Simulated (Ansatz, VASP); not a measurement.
# One calculation of SnO, two programs

POSCAR

```
SnO
1.0
    3.7925880617      0.0000000000      0.0000000000
    0.0000000000      3.7925880617      0.0000000000
    0.0000000000      0.0000000000      4.7583872278
Sn O
2 2
Direct
    0.0000000000      0.5000000000      0.2410331232
    0.5000000000      0.0000000000      0.7589668768
    0.5000000000      0.5000000000      0.0000000000
    0.0000000000      0.0000000000      0.0000000000
```

INCAR.step1

```
PREC = Accurate
ENCUT = 520
EDIFF = 1E-5
ISMEAR = -1
SIGMA = 0.02
LREAL = F
LASPH = T
NELM = 120
ALGO = Normal
ISIF = 2
LWAVE = T
LCHARG = F
NBANDS = 28
GGA = PE
GGA_COMPAT = F
KPAR = 4
```

Contents of INCAR.step2:

```
PREC = Accurate
ENCUT = 520
EDIFF = 1E-6
ISMEAR = -1
SIGMA = 0.02
LREAL = F
LASPH = T
NELM = 120
ALGO = Normal
ISIF = 2
LWAVE = F
LCHARG = F
GGA = PE
LHFCALC = T
HFSCREEN = 0.2079
PRECFOCK = Normal
NBANDS = 28
ISTART = 1
GGA_COMPAT = F
KPAR = 4
```

Contents of KPOINTS:

```
Automatic mesh
0
Gamma
  4 4 4
```

Input for Ansatz:

```yaml
crystal:
  lattice:
    - [3.7925880617, 0.0, 0.0]
    - [0.0, 3.7925880617, 0.0]
    - [0.0, 0.0, 4.7583872278]
  atoms:
    - { symbol: Sn, position: [0.0, 0.5, 0.2410331232] }
    - { symbol: Sn, position: [0.5, 0.0, 0.7589668768] }
    - { symbol: O, position: [0.5, 0.5, 0.0] }
    - { symbol: O, position: [0.0, 0.0, 0.0] }
kpoints:
  mp_grid: { grid: [4, 4, 4] }
  band_path:
    path:
      - [0.0, 0.0, 0.0]
      - [0.0, 0.5, 0.0]
      - [0.5, 0.5, 0.0]
      - [0.0, 0.0, 0.5]
      - [0.0, 0.5, 0.5]
      - [0.5, 0.5, 0.5]
      - [-0.057292, -0.057292, 0.0]
    npoints: 1
hamiltonian:
  xc: hse06
scf:
  occupations: { method: fermi_dirac, width: 0.02 }
  n_extra_bands: 5
output:
  forces: true
  stress: true
  eigenvalues: true
```

Alike in both runs: task single point; functional HSE06; k mesh 4 × 4 × 4; occupations fermi-dirac, width 0.02 eV; no spin polarisation.

```csv
,VASP,Ansatz
version,VASP 6.6.1,Ansatz 0.2.0
potentials or method,"VASP PAW PBE potentials, release 64 (Sn_d, O)","plane waves, PAW"
plane-wave cutoff (eV),520,420
valence electrons in the cell,40,40
```

Ansatz gave:

```
pressure (GPa)                                                : 0.8
traceless stress, the component that is largest in VASP (GPa) : 0.20
rms of the force components (eV/Å)                            : 0.068
```

Problem. What did VASP give for the same quantities?

Solution. Pressure (GPa): 1.2; traceless stress, the component that is largest in VASP (GPa): 0.23; rms of the force components (eV/Å): 0.022.

Atom by atom the forces differ by 0.046 eV/Å (rms over components). Ansatz's warnings: stress exchange threshold loose, stress scf threshold loose.
